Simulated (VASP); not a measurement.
A run of VASP 6.6.1 is set up as follows.

File POSCAR:

```
MgS
1.0
    4.0877156323      0.0000000000      0.0000000000
   -2.0438578162      3.5400655811      0.0000000000
    0.0000000000      0.0000000000      6.5169393366
S Mg
2 2
Direct
    0.6666666667      0.3333333333      0.8792441500
    0.3333333333      0.6666666667      0.3792441500
    0.3333333333      0.6666666667      0.9957548500
    0.6666666667      0.3333333333      0.4957548500
```

The input INCAR.step1:

```
PREC = Accurate
ENCUT = 520
ISMEAR = -1
SIGMA = 0.05
LREAL = F
LASPH = T
NELM = 80
NBANDS = 16
GGA = PE
ALGO = Normal
EDIFF = 1E-4
LWAVE = T
LCHARG = F
```

File INCAR.step2:

```
PREC = Accurate
ENCUT = 520
EDIFF = 1E-6
ISMEAR = -1
SIGMA = 0.05
LREAL = F
LASPH = T
NELM = 80
ALGO = Normal
ISIF = 2
LWAVE = F
LCHARG = F
METAGGA = R2SCAN
LMIXTAU = T
NBANDS = 16
ISTART = 1
```

Contents of KPOINTS:

```
regular mesh
0
Gamma
  8 8 4
```

Potentials or basis: VASP PAW PBE potentials, release 64 (S, Mg).

The run is started by

```bash
$ cat potpaw_PBE.64/S/POTCAR potpaw_PBE.64/Mg/POTCAR > POTCAR
$ cp INCAR.step1 INCAR
$ mpirun -np 1 vasp_std > vasp.out
$ cp INCAR.step2 INCAR
$ mpirun -np 1 vasp_std > vasp.out
```

(1) Estimate the band gap on the k mesh.

(2) Estimate the largest force.

(3) What does it give for the pressure?

## Answers

(1) 3.90 eV.

(2) 0.059 eV/Å.

(3) -2.4 GPa.

Caveat: the PAW data sets were made with another functional, which shifts forces and pressure a little.
